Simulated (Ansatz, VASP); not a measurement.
Al2Cu: VASP beside Ansatz

The input INCAR:

```
ALGO     = Fast           # electronic algorithm
EDIFF    = 1E-6           # SCF threshold, eV
ENCUT    = 520            # plane-wave cutoff, eV
GGA      = PS             # functional
ISIF     = 2              # what is computed and relaxed
ISMEAR   = 0              # smearing method
LASPH    = True           # aspherical terms in the spheres
LCHARG   = False          # write CHGCAR
LREAL    = False          # projectors in reciprocal space
LWAVE    = False          # write WAVECAR
NBANDS   = 26             # bands
NELM     = 60             # most SCF steps
PREC     = Accurate       # precision mode
SIGMA    = 0.15           # smearing width, eV
```

The input KPOINTS:

```
k-points
0
Gamma
  12 10 10
```

File POSCAR:

```
Al2Cu
1.0
    4.0841721965      0.0000000000      0.0000000000
    0.0000000000      4.0841721965      2.8463947513
    0.0000000000     -4.0841721965      2.8463947513
Al Cu
4 2
Direct
    0.5000000000      0.7683635744      0.7316364256
    0.5000000000      0.2316364256      0.2683635744
    0.0000000000      0.5000000000      0.0000000000
    0.0000000000      0.0000000000      0.5000000000
    0.0000000000      0.0000000000      1.0000000000
    0.0000000000      0.5000000000      0.5000000000
```

Input for Ansatz:

```yaml
crystal:
  lattice:
    - [4.0841721965, 0.0, 0.0]
    - [0.0, 4.0841721965, 2.8463947513]
    - [0.0, -4.0841721965, 2.8463947513]
  atoms:
    - { symbol: Al, position: [0.5, 0.7683635744, 0.7316364256] }
    - { symbol: Al, position: [0.5, 0.2316364256, 0.2683635744] }
    - { symbol: Al, position: [0.0, 0.5, 0.0] }
    - { symbol: Al, position: [0.0, 0.0, 0.5] }
    - { symbol: Cu, position: [0.0, 0.0, 1.0] }
    - { symbol: Cu, position: [0.0, 0.5, 0.5] }
basis:
  ecutwfc: 420
kpoints:
  mp_grid: { grid: [12, 10, 10] }
hamiltonian:
  xc: pbesol
scf:
  occupations: { method: gaussian, width: 0.15 }
output:
  forces: true
  stress: true
  eigenvalues: true
```

Change from the starting cell: mode 4 (68.1 1/cm) frozen in, largest displacement +0.150 Å.

Alike in both runs: task single point; functional PBEsol; k mesh 12 × 10 × 10; occupations gaussian, width 0.15 eV; no spin polarisation.

|  | VASP | Ansatz |
| --- | --- | --- |
| version | VASP 6.6.1 | Ansatz 0.2.0 |
| potentials or method | VASP PAW PBE potentials, release 64 (Al, Cu), cutoff 520 eV | scalar-relativistic, plane waves, PAW |
| valence electrons in the cell | 34 | 50 |

```tsv
	VASP	Ansatz	Ansatz less VASP
gap on the k mesh at the Fermi level (eV)	none	none	-
pressure (GPa)	0.3	0.1	-0.15
traceless stress, the component that is largest in VASP (GPa)	-1.06	-1.06	+0.005
rms of the force components (eV/Å)	0.027	0.027	-0.0006
```

VASP's potentials were made for PBE, not for PBEsol. Atom by atom the forces differ by 0.001 eV/Å (rms over components). A gap of «none» marks a metal or a gap that the smearing closes. VASP's potentials hold 34 valence electrons a cell and Ansatz's 50, so a difference there can come from the potentials and not from the codes.
